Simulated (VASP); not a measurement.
Wanted: the native input for a VASP 6.6.1 run.

| Property | Result |
| --- | --- |
| Task | single point |
| Functional | PBEsol |
| Potentials or basis | VASP PAW PBE potentials, release 64 (Sn_d, Se) |
| Cutoff | 520 eV |
| k mesh | 6 × 5 × 1 |
| Occupations | gaussian, width 0.05 eV |
| Spin | no spin polarisation |
| Dipole correction | yes |
| Further INCAR settings | ALGO = Normal; EDIFF = 1e-06; NBANDS = 50 |

The structure of SnSe lies in POSCAR:

```
SnSe
1.0
    4.2041099559      0.0000000000      0.0000000000
    0.0000000000      5.9455093173      0.0000000000
    0.0000000000      0.0000000000     23.3061649338
Sn Se
4 4
Direct
    0.5000000000      0.5000000000      0.3647103684
    0.0000000000      0.0000000000      0.4549034561
    0.5000000000      0.5000000000      0.5574878930
    0.0000000000      0.0000000000      0.6367650442
    0.5000000000      0.0000000000      0.3647103684
    0.0000000000      0.5000000000      0.4549034561
    0.5000000000      0.0000000000      0.5585826848
    0.0000000000      0.5000000000      0.6360333075
```

These files were run (other wordings do the same):

INCAR

```
  PREC = Accurate
  ENCUT = 520
  EDIFF = 1E-6
  ISMEAR = 0
  SIGMA = 0.05
  LREAL = False
  LASPH = True
  NELM = 80
  ALGO = Normal
  ISIF = 2
  LWAVE = False
  LCHARG = True
  LDIPOL = True
  IDIPOL = 3
  DIPOL = 0.5 0.5 0.504
  GGA = PS
  LELF = True
  LVHAR = True
  LVACPOTAV = True
  NBANDS = 50
```

KPOINTS

```
Automatic mesh
0
Gamma
  6 5 1
```

Potentials or basis: VASP PAW PBE potentials, release 64 (Sn_d, Se).

Run with:

```bash
$ cat potpaw_PBE.64/Sn_d/POTCAR potpaw_PBE.64/Se/POTCAR > POTCAR
$ mpirun -np 1 vasp_std > vasp.out
```

Results of the run:

The largest force is 1.053 eV/Å and the band gap on the k mesh is 0.74 eV, indirect (the least direct gap lies 2.8 meV higher).

Caveat: the PAW data sets were made with another functional, which shifts forces and pressure a little; spin-orbit coupling is left out, which moves the levels of the heavy elements.

It took 5.8 min on 1 thread of Intel(R) Xeon(R) 6975P-C (Granite Rapids), on a shared host, peak memory 0.74 GiB.
